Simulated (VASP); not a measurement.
# GaP in VASP: further runs, part 2 of 2

VASP 6.6.1. Earlier steps stand in the parts before.

**4. Relaxation of cell and atoms, PBE**

Contents of INCAR:

```
SYSTEM = GaP
PREC     = Accurate       ! precision mode
ENCUT    = 600            ! plane-wave cutoff, eV
EDIFF    = 1E-6           ! SCF threshold, eV
ISMEAR   = 0              ! smearing method
SIGMA    = 0.1            ! smearing width, eV
LREAL    = .FALSE.        ! projectors in reciprocal space
LASPH    = .TRUE.         ! aspherical terms in the spheres
NELM     = 100            ! most SCF steps
ALGO     = Normal         ! electronic algorithm
ISIF     = 3              ! what is computed and relaxed
LWAVE    = .FALSE.        ! write WAVECAR
LCHARG   = .FALSE.        ! write CHGCAR
GGA      = PE             ! functional
IBRION   = 2              ! ionic algorithm
NSW      = 100            ! ionic steps
EDIFFG   = -0.01          ! ionic threshold
```

Contents of KPOINTS:

```
regular mesh
0
G
  18 18 18
  0 0 0
```

Contents of POSCAR:

```
GaP
1.0
    0.0000000000      2.5790625137      2.5790625137
    2.5790625137      0.0000000000      2.5790625137
    2.5790625137      2.5790625137      0.0000000000
Ga P
1 1
Direct
    0.0000000000      0.0000000000      0.0000000000
    0.5000000000      0.5000000000      0.5000000000
```

Potentials or basis: VASP PAW PBE potentials, release 64 (Ga_d, P).

Command:

```console
cat potpaw_PBE.64/Ga_d/POTCAR potpaw_PBE.64/P/POTCAR > POTCAR
mpirun -np 1 vasp_std > vasp.out
```

OUTCAR:

```text
SYSTEM = GaP
   PREC = Accurate
   ENCUT = 600
   EDIFF = 1E-6
   ISMEAR = 0
   LREAL = .FALSE.
   LASPH = .TRUE.
   NELM = 100
   ISIF = 3
   GGA = PE
   IBRION = 2
   NSW = 100
   EDIFFG = -0.01

 ion  position               nearest neighbor table
   1  0.000  0.000  0.000-   2 2.58   2 2.58   2 2.58   2 2.58   2 2.58   2 2.58
   2  0.500  0.500  0.500-   1 2.58   1 2.58   1 2.58   1 2.58   1 2.58   1 2.58

  LATTYP: Found a face centered cubic cell.
 ALAT       =     5.1581250274

  Lattice vectors:

 A1 = (   0.0000000000,   2.5790625137,   2.5790625137)
 A2 = (   2.5790625137,   0.0000000000,   2.5790625137)
 A3 = (   2.5790625137,   2.5790625137,   0.0000000000)

Analysis of symmetry for initial positions (statically):
=====================================================================
 Subroutine PRICEL returns:
 Original cell was already a primitive cell.

 Routine SETGRP: Setting up the symmetry group for a
 face centered cubic supercell.

 Subroutine GETGRP returns: Found 48 space group operations
 (whereof 48 operations were pure point group operations)
 out of a pool of 48 trial point group operations.

The static configuration has the point symmetry O_h .

Analysis of symmetry for dynamics (positions and initial velocities):
=====================================================================
 Subroutine PRICEL returns:
 Original cell was already a primitive cell.

 Routine SETGRP: Setting up the symmetry group for a
 face centered cubic supercell.

 Subroutine GETGRP returns: Found 48 space group operations
 (whereof 48 operations were pure point group operations)
 out of a pool of 48 trial point group operations.

The dynamic configuration has the point symmetry O_h .

 Subroutine INISYM returns: Found 48 space group operations
 (whereof 48 operations are pure point group operations),
 and found     1 'primitive' translations

----------------------------------------------------------------------------------------
[... 118 lines left out ...]
   GGA     = PE    functional components
   LHFCALC =     F    Hartree Fock is set to
   AEXX    =    0.0000 exact exchange contribution
   IVDW    =     0    specifies the selected vdW correction
   LEPSILON=     F    determine dielectric tensor
   LRPA    =     F    only Hartree local field effects (RPA)
 conjugate gradient relaxation of ions
 non-spin polarized calculation
 Gauss-broadening in eV      SIGMA  =   0.10
  energy-cutoff  :      600.00
  volume of cell :       34.31
 maximum number of plane-waves:      1167
 NGX is ok and might be reduce to    30
   NGX = 15   NGY = 15   NGZ = 15

 number of electron      17.9999991 magnetization

 Free energy of the ion-electron system (eV)
  ---------------------------------------------------
  ext. energy  EPLUGINS =         0.00000000
  ---------------------------------------------------
  free energy    TOTEN  =        -8.31515183 eV

  energy without entropy =       -8.30947492  energy(sigma->0) =       -8.31231338

 E-fermi :   6.4456     XC(G=0): -10.9692

 val. band max:        6.4409754224   @ k =   0.2222   0.0556   0.0000
 cond. band min:       6.4604781963   @ k =   0.3333   0.0000   0.0000
 fundamental gap:      0.0195027739
 Fermi energy:         6.4455932373

 k-point     1 :       0.0000    0.0000    0.0000
  band No.  band energies     occupation
      1      -8.2533      2.00000
      2      -8.2533      2.00000
      3      -8.2293      2.00000
      4      -8.2293      2.00000
      5      -8.2293      2.00000
      6      -6.7747      2.00000
      7       6.4153      1.33163
      8       6.4153      1.33162
      9       6.4153      1.33162
     10       7.8539      0.00000
     11      13.5058      0.00000
     12      13.5058      0.00000
     13      13.5058      0.00000
[... 354 lines left out ...]
  band No.  band energies     occupation
      1      -8.2726      2.00000
      2      -8.2687      2.00000
      3      -8.2332      2.00000
      4      -8.2104      2.00000
      5      -8.2061      2.00000
      6      -5.8762      2.00000
      7       2.2375      2.00000
      8       5.7978      2.00000
      9       6.7166      0.00013
     10      10.0093      0.00000
     11      10.9034      0.00000
     12      11.2737      0.00000
     13      12.8243      0.00000

 [... further k-points ...]
[... 5 lines left out ...]
  --------------------------------------------------------------------------------------
  -------------------------------------------------------------------------------------
  Total        0.0133133      0.0133133      0.0133133     -0.0000000     -0.0000000     -0.0000000
  in kB        0.6217008      0.6217008      0.6217008     -0.0000000     -0.0000000     -0.0000000
  external PRESSURE =       0.6217008 kB  Pullay stress =       0.0000000 kB

 VOLUME and BASIS-vectors are now :
 -----------------------------------------------------------------------------
  energy-cutoff  :      600.00
  volume of cell :       34.31
      direct lattice vectors                 reciprocal lattice vectors
     0.000000000  2.579062514  2.579062514    -0.193868895  0.193868895  0.193868895
     2.579062514  0.000000000  2.579062514     0.193868895 -0.193868895  0.193868895
     2.579062514  2.579062514  0.000000000     0.193868895  0.193868895 -0.193868895

 POSITION                                       TOTAL-FORCE (eV/Angst)
 -----------------------------------------------------------------------------------
      0.00000      0.00000      0.00000        -0.000000     -0.000000     -0.000000
      2.57906      2.57906      2.57906         0.000000      0.000000      0.000000
 -----------------------------------------------------------------------------------
    total drift:                               -0.000000      0.000000      0.000000

  FREE ENERGIE OF THE ION-ELECTRON SYSTEM (eV)
  ---------------------------------------------------
  free  energy   TOTEN  =        -8.3151518350 eV

  energy  without entropy=       -8.3094749227  energy(sigma->0) =       -8.31231338

 reached required accuracy - stopping structural energy minimisation
```

CONTCAR:

```text
GaP
   1.00000000000000
     0.0000000000000000    2.5790625136999998    2.5790625136999998
     2.5790625136999998    0.0000000000000000    2.5790625136999998
     2.5790625136999998    2.5790625136999998    0.0000000000000000
  Ga              P
     1     1
Direct
     0.0000000000000000    0.0000000000000000    0.0000000000000000
     0.5000000000000000    0.5000000000000000    0.5000000000000000

  0.00000000E+00  0.00000000E+00  0.00000000E+00
  0.00000000E+00  0.00000000E+00  0.00000000E+00
```

Wall time 42 s (1 thread of Intel Xeon 6975P-C (Granite Rapids), shared host); peak memory 0.25 GiB.

What came out:

| Property | Result |
| --- | --- |
| Free energy | -8.3152 eV |
| Pressure after relaxing | 0.1 GPa |
| Band gap on the k mesh | zero (bands 9 and 10 overlap by 3.20 eV) |

Final structure:
```yaml
crystal:
  lattice:
    - [0.00000, 2.57906, 2.57906]
    - [2.57906, 0.00000, 2.57906]
    - [2.57906, 2.57906, 0.00000]
  atoms:
    - { symbol: Ga, position: [0.00000, 0.00000, 0.00000] }
    - { symbol: P, position: [0.50000, 0.50000, 0.50000] }
```

Levels at points of the mesh, in eV from the Fermi level:
```
           k point  band 6  band 7  band 8  band 9  band 10  band 11  band 12  band 13
(0.00, 0.00, 0.00)  -13.22   -0.03   -0.03   -0.03     1.41     7.06     7.06     7.06
(0.50, 0.00, 0.00)  -10.46   -7.83    0.14    0.14     3.01     3.01     3.11     5.15
(0.50, 0.50, 0.00)   -9.39   -5.85   -3.17   -2.69    -2.69     3.38    10.87    10.87
```

Caveat: the relaxation stopped at its first step, so nothing moved.

**5. The runs side by side**

| task | cell | k mesh | cutoff (eV) | gap on the mesh (eV) | pressure (GPa) |
| --- | --- | --- | --- | --- | --- |
| single point | a = 3.646 Å, angles 119.9, 119.9, 90.1°, 2 atoms, atomic positions A | 6 × 6 × 6 | 520 | none | 0.1 |
| single point | a = 3.647 Å, angles 60.0°, 2 atoms, atomic positions B | 18 × 18 × 18 | 520 | none | 0.1 |
| relaxation of cell and atoms | relaxed from a = 3.647 Å, angles 60.0°, 2 atoms, atomic positions B | 18 × 18 × 18 | 600 | none | 0.1 |

Alike in all rows: level PBE; potentials or basis VASP PAW PBE potentials, release 64 (Ga_d, P); no spin polarisation; smearing gaussian 0.1 eV.

Caveats: the relaxation stopped at its first step, so nothing moved (at least some runs).

Total energies depend on the potentials used, so only differences within one code and one set of settings carry meaning.
